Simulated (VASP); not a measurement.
# DyAgH2 (I4_1/amd) in VASP: further runs

The runs below take DyAgH2 through single point, with PBE.

All numbers are computed with VASP 6.6.1; they aren't measurements. Logs are shortened: lines on timing, memory, paths and dates and some standing lists are left out, and cuts for length are marked.

## Step 1: The cell of the first run

Symmetry: I4_1/amd, No. 141, tetragonal system. Conventional cell: a = 4.200 Å, b = 4.200 Å, c = 10.428 Å, α = 90.00°, β = 90.00°, γ = 90.00°. Dy (site symmetry -4m2) has 6 H at 2.14 to 2.15 Å within 2.8 Å. Ag (site symmetry -4m2) has 4 H at 2.15 Å within 2.8 Å. Within 2.8 Å of H (site symmetry 2mm) lie 3 Dy at 2.14 to 2.15 Å and 2 Ag at 2.15 Å and 2 H at 2.69 Å.

## Step 2: Single point, PBE (11.49 Å³/atom)

Contents of INCAR:

```
SYSTEM = DyAgH2
PREC = Accurate ; ENCUT = 500
EDIFF = 1E-6 ; ISMEAR = 0
SIGMA = 0.1 ; LREAL = .FALSE.
LASPH = .TRUE. ; NELM = 200
ALGO = Normal ; ISIF = 2
LWAVE = .FALSE. ; LCHARG = .FALSE.
GGA = PE ; NBANDS = 32
GGA_COMPAT = .FALSE. ; LMAXMIX = 6
```

Contents of KPOINTS:

```
regular mesh
0
G
  10 10 10
  0 0 0
```

Contents of POSCAR:

```
DyAgH2
1.0
   -2.0998124012      2.0998124012      5.2138997991
    2.0998124012     -2.0998124012      5.2138997991
    2.0998124012      2.0998124012     -5.2138997991
Dy Ag H
2 2 4
Direct
    0.0000000000      0.0000000000      0.0000000000
    0.7500000000      0.2500000000      0.5000000000
    0.5000000000      0.5000000000      0.0000000000
    0.2500000000      0.7500000000      0.5000000000
    0.2054609605      0.2054609605      0.0000000000
    0.7945390395      0.7945390395      0.0000000000
    0.5445390395      0.0445390395      0.5000000000
    0.9554609605      0.4554609605      0.5000000000
```

Potentials or basis: VASP PAW PBE potentials, release 64 (Dy_3, Ag, H), 4f in core.

The run is started by

```bash
> cat potpaw_PBE.64/Dy_3/POTCAR potpaw_PBE.64/Ag/POTCAR potpaw_PBE.64/H/POTCAR > POTCAR
> mpirun -np 1 vasp_std > vasp.out
```

OUTCAR:

```text
SYSTEM = DyAgH2
   PREC = Accurate
   ENCUT = 500
   EDIFF = 1E-6
   ISMEAR = 0
   LREAL = .FALSE.
   LASPH = .TRUE.
   NELM = 200
   ISIF = 2
   GGA = PE

 ion  position               nearest neighbor table
   1  0.000  0.000  0.000-   5 2.14   6 2.14   7 2.15   8 2.15   7 2.15   8 2.15   3 2.97   3 2.97
                             3 2.97   3 2.97   4 3.35   4 3.35   4 3.35   2 3.35   2 3.35   2 3.35
   2  0.750  0.250  0.500-   7 2.14   8 2.14   6 2.15   5 2.15   6 2.15   5 2.15   4 2.97   4 2.97
                             4 2.97   4 2.97   3 3.35   3 3.35   3 3.35   3 3.35   1 3.35   1 3.35
   3  0.500  0.500  0.000-   7 2.15   8 2.15   7 2.15   8 2.15   1 2.97   1 2.97   1 2.97   1 2.97
                             4 3.35   2 3.35   2 3.35   4 3.35   4 3.35   2 3.35   4 3.35   2 3.35
   4  0.250  0.750  0.500-   6 2.15   5 2.15   6 2.15   5 2.15   2 2.97   2 2.97   2 2.97   2 2.97
                             3 3.35   1 3.35   1 3.35   1 3.35   3 3.35   3 3.35   3 3.35   1 3.35
   5  0.205  0.205  0.000-   1 2.14   4 2.15   2 2.15   2 2.15   4 2.15
   6  0.795  0.795  0.000-   1 2.14   2 2.15   4 2.15   2 2.15   4 2.15
   7  0.545  0.045  0.500-   2 2.14   1 2.15   3 2.15   3 2.15   1 2.15
   8  0.955  0.455  0.500-   2 2.14   1 2.15   3 2.15   1 2.15   3 2.15

  LATTYP: Found a body centered tetragonal cell.
 ALAT       =     4.1996248024
 C/A-ratio  =     2.4830312442

  Lattice vectors:

 A1 = (  -2.0998124012,   2.0998124012,   5.2138997991)
 A2 = (   2.0998124012,  -2.0998124012,   5.2138997991)
 A3 = (   2.0998124012,   2.0998124012,  -5.2138997991)

Analysis of symmetry for initial positions (statically):
=====================================================================
 Subroutine PRICEL returns:
 Original cell was already a primitive cell.

 Routine SETGRP: Setting up the symmetry group for a
 body centered tetragonal supercell.

 Subroutine GETGRP returns: Found 16 space group operations
 (whereof  8 operations were pure point group operations)
 out of a pool of 16 trial point group operations.

The static configuration has the point symmetry D_2d.
 The point group associated with its full space group is D_4h.

Analysis of symmetry for dynamics (positions and initial velocities):
=====================================================================
 Subroutine PRICEL returns:
 Original cell was already a primitive cell.

 Routine SETGRP: Setting up the symmetry group for a
 body centered tetragonal supercell.

 Subroutine GETGRP returns: Found 16 space group operations
 (whereof  8 operations were pure point group operations)
 out of a pool of 16 trial point group operations.

The dynamic configuration has the point symmetry D_2d.
 The point group associated with its full space group is D_4h.

 Subroutine INISYM returns: Found 16 space group operations
 (whereof  8 operations are pure point group operations),
 and found     1 'primitive' translations

----------------------------------------------------------------------------------------

                                     Primitive cell

  volume of cell :      91.9568

  direct lattice vectors                    reciprocal lattice vectors
    -2.099812401  2.099812401  5.213899799     0.000000000  0.238116510  0.095897508
     2.099812401 -2.099812401  5.213899799     0.238116510  0.000000000  0.095897508
     2.099812401  2.099812401 -5.213899799     0.238116510  0.238116510  0.000000000

  length of vectors
     6.000264607  6.000264607  6.000264607     0.256701781  0.256701781  0.336747597

  position of ions in fractional coordinates (direct lattice)
     0.000000000  0.000000000  0.000000000
     0.750000000  0.250000000  0.500000000
     0.500000000  0.500000000  0.000000000
     0.250000000  0.750000000  0.500000000
     0.205460960  0.205460960  0.000000000
     0.794539040  0.794539040  0.000000000
     0.544539040  0.044539040  0.500000000
     0.955460960  0.455460960  0.500000000

  ion indices of the primitive-cell ions
   primitive index   ion index
                 1           1
                 2           2
                 3           3
                 4           4
                 5           5
                 6           6
                 7           7
                 8           8

----------------------------------------------------------------------------------------

 KPOINTS: regular mesh

Automatic generation of k-mesh.
 Grid dimensions read from file:
 generate k-points for:   10   10   10

 Generating k-lattice:

  Cartesian coordinates                     Fractional coordinates (reciprocal lattice)
     0.000000000  0.023811651  0.009589751     0.100000000  0.000000000 -0.000000000
     0.023811651  0.000000000  0.009589751     0.000000000  0.100000000 -0.000000000
     0.023811651  0.023811651  0.000000000     0.000000000  0.000000000  0.100000000

  Length of vectors
     0.025670178  0.025670178  0.033674760

  Shift w.r.t. Gamma in fractional coordinates (k-lattice)
     0.000000000  0.000000000  0.000000000

 Subroutine IBZKPT returns following result:
 ===========================================

 Found    102 irreducible k-points:

 Following reciprocal coordinates:
            Coordinates               Weight
  0.000000  0.000000  0.000000      1.000000
  0.100000 -0.000000  0.000000      8.000000
  0.200000 -0.000000  0.000000      8.000000
  0.300000  0.000000  0.000000      8.000000
  0.400000 -0.000000  0.000000      8.000000
  0.500000  0.000000  0.000000      4.000000
[... 16 lines left out ...]
  0.300000  0.300000 -0.000000      8.000000
  0.400000  0.300000  0.000000     16.000000
 [... further k-points ...]
   k-points           NKPTS =    102   k-points in BZ     NKDIM =    102   number of bands    NBANDS=     32
   number of dos      NEDOS =    301   number of ions     NIONS =      8
   total plane-waves  NPLWV = 110592
   dimension x,y,z NGX =    48 NGY =   48 NGZ =   48
   dimension x,y,z NGXF=    96 NGYF=   96 NGZF=   96
   ions per type =               2   2   4
   NGX,Y,Z   is equivalent  to a cutoff of  13.30, 13.30, 13.30 a.u.
   NGXF,Y,Z  is equivalent  to a cutoff of  26.60, 26.60, 26.60 a.u.
 SYSTEM =  DyAgH2
   PREC   = accura    normal or accurate (medium, high low for compatibility)
   ISTART =      0    job   : 0-new  1-cont  2-samecut
   ICHARG =      2    charge: 1-file 2-atom 10-const
   ISPIN  =      1    spin polarized calculation?
   LNONCOLLINEAR =      F non collinear calculations
   LSORBIT =      F    spin-orbit coupling
   LASPH  =      T    aspherical Exc in radial PAW
   ENCUT  =  500.0 eV  36.75 Ry    6.06 a.u.  10.94 10.94 10.94*2*pi/ulx,y,z
   NELM   =    200;   NELMIN=  2; NELMDL= -5     # of ELM steps
   EDIFF  = 0.1E-05   stopping-criterion for ELM
   LREAL  =      F    real-space projection
   EDIFFG = 0.1E-04   stopping-criterion for IOM
   NSW    =      0    number of steps for IOM
   IBRION =     -1    ionic relax: 0-MD 1-quasi-New 2-CG
   NFREE  =      0    steps in history (QN), initial steepest desc. (CG)
   ISIF   =      2    stress and relaxation
   ISYM   =      2    0-nonsym 1-usesym 2-fastsym
   POTIM  = 0.5000    time-step for ionic-motion
   TEBEG  =    0.0;   TEEND  =   0.0 temperature during run
   PSTRESS=    0.0 pullay stress
   NELECT =      44.0000    total number of electrons
   NUPDOWN=      -1.0000    fix difference up-down
   EMIN   =  10.00;   EMAX   =-10.00  energy-range for DOS
   EFERMI =   0.00;   METHOD = LEGACY
   ISMEAR =     0;   SIGMA  =   0.10  broadening in eV -4-tet -1-fermi 0-gaus
   EFERMI_NEDOS =   21; number of points for ismear=-14 and -15
   IALGO  =     38    algorithm
   IMIX   =      4    mixing-type and parameters
     AMIX     =   0.40;   BMIX     =  1.00
     AMIX_MAG =   1.60;   BMIX_MAG =  1.00
  volume/ion in A,a.u.               =      11.49        77.57
  Fermi-wavevector in a.u.,A,eV,Ry     =   1.280456  2.419710 22.307655  1.639566
  Thomas-Fermi vector in A             =   2.412882
   LORBIT       =      0    0 simple, 1 ext, 2 COOP (PROOUT), +10 PAW based schemes
   GGA     = PE    functional components
   LHFCALC =     F    Hartree Fock is set to
   AEXX    =    0.0000 exact exchange contribution
   IVDW    =     0    specifies the selected vdW correction
   LEPSILON=     F    determine dielectric tensor
   LRPA    =     F    only Hartree local field effects (RPA)
 non-spin polarized calculation
 Gauss-broadening in eV      SIGMA  =   0.10
  energy-cutoff  :      500.00
  volume of cell :       91.96
 maximum number of plane-waves:      2353
 NGX is ok and might be reduce to    48
   NGX = 21   NGY = 21   NGZ = 21

 number of electron      43.9999998 magnetization

 Free energy of the ion-electron system (eV)
  ---------------------------------------------------
  ext. energy  EPLUGINS =         0.00000000
  ---------------------------------------------------
  free energy    TOTEN  =       -30.12244198 eV

  energy without entropy =      -30.11458556  energy(sigma->0) =      -30.11851377

 E-fermi :   6.1265     XC(G=0): -11.4864

 val. band max:        6.1146156684   @ k =   0.3000   0.2000   0.2000
 cond. band min:       6.1433908298   @ k =  -0.3000  -0.4000   0.1000
 fundamental gap:      0.0287751614
 Fermi energy:         6.1264756932

 k-point     1 :       0.0000    0.0000    0.0000
  band No.  band energies     occupation
      1     -17.3687      2.00000
      2     -16.9544      2.00000
      3     -16.9544      2.00000
      4     -16.8133      2.00000
      5     -16.8133      2.00000
      6     -16.5776      2.00000
[... 24 lines left out ...]
     31      12.2764      0.00000
     32      12.5134      0.00000

 k-point     2 :       0.1000   -0.0000    0.0000
  band No.  band energies     occupation
      1     -17.3626      2.00000
      2     -16.9763      2.00000
      3     -16.9592      2.00000
      4     -16.8228      2.00000
      5     -16.8095      2.00000
      6     -16.5814      2.00000
[... 24 lines left out ...]
     31      12.6869      0.00000
     32      12.8309      0.00000

 k-point     3 :       0.2000   -0.0000    0.0000
  band No.  band energies     occupation
      1     -17.3474      2.00000
      2     -17.0329      2.00000
      3     -16.9708      2.00000
      4     -16.8432      2.00000
      5     -16.8006      2.00000
      6     -16.5949      2.00000
[... 24 lines left out ...]
     31      12.9088      0.00000
     32      13.2480      0.00000

 k-point     4 :       0.3000    0.0000    0.0000
  band No.  band energies     occupation
      1     -17.3297      2.00000
      2     -17.1034      2.00000
      3     -16.9836      2.00000
      4     -16.8576      2.00000
      5     -16.7911      2.00000
      6     -16.6192      2.00000
[... 24 lines left out ...]
     31      12.2128      0.00000
     32      12.8533      0.00000

 k-point     5 :       0.4000   -0.0000    0.0000
  band No.  band energies     occupation
      1     -17.3149      2.00000
      2     -17.1637      2.00000
      3     -16.9931      2.00000
      4     -16.8571      2.00000
      5     -16.7842      2.00000
      6     -16.6469      2.00000
[... 584 lines left out ...]
     31      12.3723      0.00000
     32      13.1121      0.00000

 k-point    22 :      -0.2000    0.2000    0.0000
  band No.  band energies     occupation
      1     -17.3554      2.00000
      2     -17.0548      2.00000
      3     -16.9960      2.00000
      4     -16.8914      2.00000
      5     -16.8029      2.00000
      6     -16.5771      2.00000
[... 24 lines left out ...]
     31      12.3893      0.00000
     32      13.1987      0.00000

 k-point    23 :       0.3000    0.3000   -0.0000
  band No.  band energies     occupation
      1     -17.2742      2.00000
      2     -17.1948      2.00000
      3     -17.0355      2.00000
      4     -16.9172      2.00000
      5     -16.7375      2.00000
      6     -16.6691      2.00000
[... 24 lines left out ...]
     31      11.9482      0.00000
     32      12.8794      0.00000

 k-point    24 :       0.4000    0.3000    0.0000
  band No.  band energies     occupation
      1     -17.2813      2.00000
      2     -17.2236      2.00000
      3     -17.0308      2.00000
      4     -16.9464      2.00000
      5     -16.7257      2.00000
      6     -16.6721      2.00000
[... 24 lines left out ...]
     31      12.0497      0.00000
     32      13.0052      0.00000

 [... further k-points ...]

------------------------ aborting loop because EDIFF is reached ----------------------------------------

  FORCE on cell =-STRESS in cart. coord.  units (eV):
  Direction    XX          YY          ZZ          XY          YZ          ZX
  --------------------------------------------------------------------------------------
  -------------------------------------------------------------------------------------
  Total        7.4118500      7.4118500      7.6553975      0.0000000     -0.0000000      0.0000000
  in kB      129.1378471    129.1378471    133.3812136      0.0000000     -0.0000000      0.0000000
  external PRESSURE =     130.5523026 kB  Pullay stress =       0.0000000 kB

 VOLUME and BASIS-vectors are now :
 -----------------------------------------------------------------------------
  energy-cutoff  :      500.00
  volume of cell :       91.96
      direct lattice vectors                 reciprocal lattice vectors
    -2.099812401  2.099812401  5.213899799     0.000000000  0.238116510  0.095897508
     2.099812401 -2.099812401  5.213899799     0.238116510  0.000000000  0.095897508
     2.099812401  2.099812401 -5.213899799     0.238116510  0.238116510  0.000000000

 POSITION                                       TOTAL-FORCE (eV/Angst)
 -----------------------------------------------------------------------------------
      0.00000      0.00000      0.00000         0.000000      0.000000     -0.000000
     -0.00000      2.09981      2.60695         0.000000      0.000000     -0.000000
      0.00000      0.00000      5.21390         0.000000      0.000000     -0.000000
      2.09981     -0.00000      2.60695         0.000000      0.000000     -0.000000
      0.00000      0.00000      2.14251        -0.000000      0.000000      0.010295
      0.00000      0.00000      8.28529        -0.000000      0.000000     -0.010295
      0.00000      2.09981      0.46444         0.000000     -0.000000     -0.010295
      0.00000      2.09981      4.74946         0.000000     -0.000000      0.010295
 -----------------------------------------------------------------------------------
    total drift:                                0.000000     -0.000000      0.000000

  FREE ENERGIE OF THE ION-ELECTRON SYSTEM (eV)
  ---------------------------------------------------
  free  energy   TOTEN  =       -30.1224419780 eV

  energy  without entropy=      -30.1145855646  energy(sigma->0) =      -30.11851377
```

Wall time 4.6 min (1 thread of Intel Xeon 6975P-C (Granite Rapids), shared host); peak memory 0.49 GiB.

Results:

- Free energy: -30.1224 eV
- Pressure: 13.1 GPa
- Largest force: 0.010 eV/Å
- Band gap on the k mesh: zero (bands 22 and 23 overlap by 1.88 eV)

Forces in eV/Å, atoms in the order of the input:
```
Dy   0.000  0.000  0.000
Dy   0.000  0.000  0.000
Ag   0.000  0.000  0.000
Ag   0.000  0.000  0.000
H    0.000  0.000  0.010
H    0.000  0.000 -0.010
H    0.000  0.000 -0.010
H    0.000  0.000  0.010
```

Stress tensor (GPa, compression positive):
```
12.91  0.00  0.00
 0.00 12.91  0.00
 0.00  0.00 13.34
```

Levels at points of the mesh, in eV from the Fermi level:
```csv
k point,band 19,band 20,band 21,band 22,band 23,band 24,band 25,band 26
"(0.00, 0.00, 0.00)",-2.16,-1.75,-0.04,1.02,1.02,1.16,2.43,2.43
"(0.50, 0.00, 0.00)",-3.73,-3.06,-2.12,-0.07,0.55,1.97,2.26,2.31
"(0.50, 0.50, 0.00)",-3.78,-3.78,-2.47,-2.47,0.79,0.79,3.00,3.00
"(0.50, 0.50, 0.50)",-2.50,-2.50,1.08,1.08,1.96,1.96,2.72,2.72
```

Caveat: the cell stands under pressure; spin-orbit coupling is left out, which moves the levels of the heavy elements; the 4f electrons are frozen in the core, so they carry no moment and show no levels. Spin polarisation is off, so any magnetic state and its effect on volume and gap are missing.

[end of part 1 of 2]

The gap in the log of VASP goes by the Fermi energy; the results here count the filled bands.